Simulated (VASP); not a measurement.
# Bi (R-3m) in VASP: a series of runs, part 2 of 2

VASP 6.6.1.

### Step 6. Single point, PBE

This run uses another cell than the first one, of the same volume but with other edges.

INCAR reads:

```
PREC     = Accurate       # precision mode
ENCUT    = 520            # plane-wave cutoff, eV
EDIFF    = 1E-6           # SCF threshold, eV
ISMEAR   = 0              # smearing method
SIGMA    = 0.15           # smearing width, eV
LREAL    = F              # projectors in reciprocal space
LASPH    = T              # aspherical terms in the spheres
NELM     = 80             # most SCF steps
ALGO     = Fast           # electronic algorithm
ISIF     = 2              # what is computed and relaxed
LWAVE    = F              # write WAVECAR
LCHARG   = T              # write CHGCAR
GGA      = PE             # functional
LELF     = T              # ELF
LVHAR    = T            
NBANDS   = 22             # bands
```

KPOINTS reads:

```
Automatic mesh
0
Gamma
  12 12 12
```

POSCAR reads:

```
Bi
1.0
    2.3041405300      1.3302961552      3.8478442705
   -2.3041405300      1.3302961552      3.8478442705
    0.0000000000     -2.6605923104      3.8478442705
Bi
2
Direct
    0.2338900000      0.2338900000      0.2338900000
    0.7661100000      0.7661100000      0.7661100000
```

Potentials or basis: VASP PAW PBE potentials, release 64 (Bi_d).

Started as:

```console
cat potpaw_PBE.64/Bi_d/POTCAR > POTCAR
mpirun -np 1 vasp_std > vasp.out
```

OUTCAR:

```text
PREC = Accurate
   ENCUT = 520
   EDIFF = 1E-6
   ISMEAR = 0
   LREAL = F
   LASPH = T
   NELM = 80
   ISIF = 2
   GGA = PE

 ion  position               nearest neighbor table
   1  0.234  0.234  0.234-   2 3.08   2 3.08   2 3.08   2 3.51   2 3.51   2 3.51
   2  0.766  0.766  0.766-   1 3.08   1 3.08   1 3.08   1 3.51   1 3.51   1 3.51

  LATTYP: Found a trigonal (rhomboedric) cell.
 ALAT       =     4.6781039933
 COS(alpha) =     0.5148140920

  Lattice vectors:
[... 786 lines left out ...]

 [... further k-points ...]

------------------------ aborting loop because EDIFF is reached ----------------------------------------

  FORCE on cell =-STRESS in cart. coord.  units (eV):
  Direction    XX          YY          ZZ          XY          YZ          ZX
  --------------------------------------------------------------------------------------
  -------------------------------------------------------------------------------------
  Total        0.4984763      0.4984763      1.0323559      0.0000000      0.0000000      0.0000000
  in kB       11.2857143     11.2857143     23.3729742      0.0000000      0.0000000      0.0000000
  external PRESSURE =      15.3148009 kB  Pullay stress =       0.0000000 kB

 VOLUME and BASIS-vectors are now :
 -----------------------------------------------------------------------------
  energy-cutoff  :      520.00
  volume of cell :       70.77
      direct lattice vectors                 reciprocal lattice vectors
     2.304140530  1.330296155  3.847844270     0.217000653  0.125285386  0.086628593
    -2.304140530  1.330296155  3.847844270    -0.217000653  0.125285386  0.086628593
     0.000000000 -2.660592310  3.847844270     0.000000000 -0.250570771  0.086628593

 POSITION                                       TOTAL-FORCE (eV/Angst)
 -----------------------------------------------------------------------------------
      0.00000      0.00000      2.69992         0.000000     -0.000000      0.246266
      0.00000      0.00000      8.84362         0.000000      0.000000     -0.246266
 -----------------------------------------------------------------------------------
    total drift:                                0.000000     -0.000000      0.000000

  FREE ENERGIE OF THE ION-ELECTRON SYSTEM (eV)
  ---------------------------------------------------
  free  energy   TOTEN  =        -7.7512062587 eV

  energy  without entropy=       -7.7487997281  energy(sigma->0) =       -7.75000299
```

stdout:

```text
POSCAR found type information on POSCAR Bi
 POSCAR found :  1 types and       2 ions
 scaLAPACK will be used
 LDA part: xc-table for (Slater+PW92), standard interpolation
 POSCAR, INCAR and KPOINTS ok, starting setup
 FFT: planning ... GRIDC
 FFT: planning ... GRID_SOFT
 FFT: planning ... GRID
 WAVECAR not read
 entering main loop
```

Run time: 4.7 min. Hardware: 1 thread of Intel Xeon 8259CL, shared host; peak memory 0.37 GiB.

Results:

- Free energy: -7.7512 eV
- Pressure: 1.5 GPa
- Largest force: 0.246 eV/Å
- Band gap on the k mesh: zero (bands 15 and 16 overlap by 0.13 eV)

Forces in eV/Å, atoms in the order of the input:
```
Bi   0.000  0.000  0.246
Bi   0.000  0.000 -0.246
```

Stress tensor (GPa, compression positive):
```
1.13 0.00 0.00
0.00 1.13 0.00
0.00 0.00 2.34
```

Caveat: spin-orbit coupling is left out, which moves the levels of the heavy elements.

### Step 7. Single point, PBE

This run uses another cell than the first one, of the same volume but with other edges.

INCAR reads:

```
SYSTEM = Bi
PREC = Accurate
ENCUT = 520
EDIFF = 1E-6
ISMEAR = 0
SIGMA = 0.15
LREAL = .False.
LASPH = .True.
NELM = 100
ALGO = Fast
ISIF = 2
LWAVE = .False.
LCHARG = .True.
GGA = PE
LELF = .True.
LVHAR = .True.
NBANDS = 22
```

KPOINTS reads:

```
Automatic mesh
0
Gamma
  12 12 12
  0 0 0
```

POSCAR reads:

```
Bi
1.0
    2.2363319813      1.2911468714      4.0847253851
   -2.2363319813      1.2911468714      4.0847253851
    0.0000000000     -2.5822937427      4.0847253851
Bi
2
Direct
    0.2338900000      0.2338900000      0.2338900000
    0.7661100000      0.7661100000      0.7661100000
```

Started as:

```console
cat potpaw_PBE.64/Bi_d/POTCAR > POTCAR
mpirun -np 1 vasp_std > vasp.out
```

Wall time 4.3 min (1 thread of Intel Xeon 8259CL, shared host); peak memory 0.37 GiB.

Results (log left out):

```yaml
Free_energy: -7.7521 eV
Pressure: 2.0 GPa
Largest_force: 0.124 eV/Å
Band_gap_on_the_k_mesh: zero (bands 15 and 16 overlap by 0.27 eV)
```

Forces in eV/Å, atoms in the order of the input:
```
Bi   0.000  0.000  0.124
Bi   0.000  0.000 -0.124
```

Stress tensor (GPa, compression positive):
```
2.37 0.00 0.00
0.00 2.37 0.00
0.00 0.00 1.25
```

Levels at points of the mesh, in eV from the Fermi level:
| k point | band 11 | band 12 | band 13 | band 14 | band 15 | band 16 | band 17 | band 18 | band 19 | band 20 |
| --- | --- | --- | --- | --- | --- | --- | --- | --- | --- | --- |
| (0.00, 0.00, 0.00) | -13.15 | -7.58 | -1.85 | -1.09 | -1.09 | 2.42 | 2.86 | 2.86 | 5.50 | 5.94 |
| (0.50, 0.00, 0.00) | -11.21 | -10.53 | -1.67 | -1.24 | -0.40 | -0.24 | 0.32 | 1.05 | 7.04 | 7.90 |
| (0.50, 0.50, 0.00) | -11.32 | -9.53 | -4.72 | -3.19 | -2.79 | 2.32 | 4.73 | 5.36 | 6.46 | 9.10 |
| (0.50, 0.50, 0.50) | -12.04 | -9.98 | -0.77 | -0.51 | -0.51 | 0.84 | 0.84 | 0.86 | 6.71 | 8.89 |

Caveat: spin-orbit coupling is left out, which moves the levels of the heavy elements.

### Step 8. The runs side by side

| cell | further INCAR settings | gap on the mesh (eV) | pressure (GPa) | largest force (eV/Å) |
| --- | --- | --- | --- | --- |
| a = 4.502 Å, angles 64.4°, 2 atoms | ALGO = Fast; EDIFF = 1e-07; NBANDS = 22 | none | 0.8 | 0.31 |
| a = 5.103 Å, angles 49.6°, 2 atoms | ALGO = Fast; EDIFF = 1e-07; NBANDS = 22 | none | 2.2 | 0.05 |
| a = 4.612 Å, angles 60.9°, 2 atoms | ALGO = Fast; EDIFF = 1e-07; NBANDS = 22 | none | 1.3 | 0.28 |
| a = 4.921 Å, angles 53.2°, 2 atoms | ALGO = Fast; EDIFF = 1e-06; NBANDS = 22 | none | 2.2 | 0.05 |
| a = 4.678 Å, angles 59.0°, 2 atoms | ALGO = Fast; EDIFF = 1e-06; NBANDS = 22 | none | 1.5 | 0.25 |
| a = 4.833 Å, angles 55.1°, 2 atoms | ALGO = Fast; EDIFF = 1e-06; NBANDS = 22 | none | 2.0 | 0.12 |

Alike in all rows: task single point; level PBE; potentials or basis VASP PAW PBE potentials, release 64 (Bi_d); no spin polarisation; k mesh 12 × 12 × 12; cutoff (eV) 520; smearing gaussian 0.15 eV.

Caveats: spin-orbit coupling is left out, which moves the levels of the heavy elements.

Absolute energies hang on the potentials; compare differences alone.
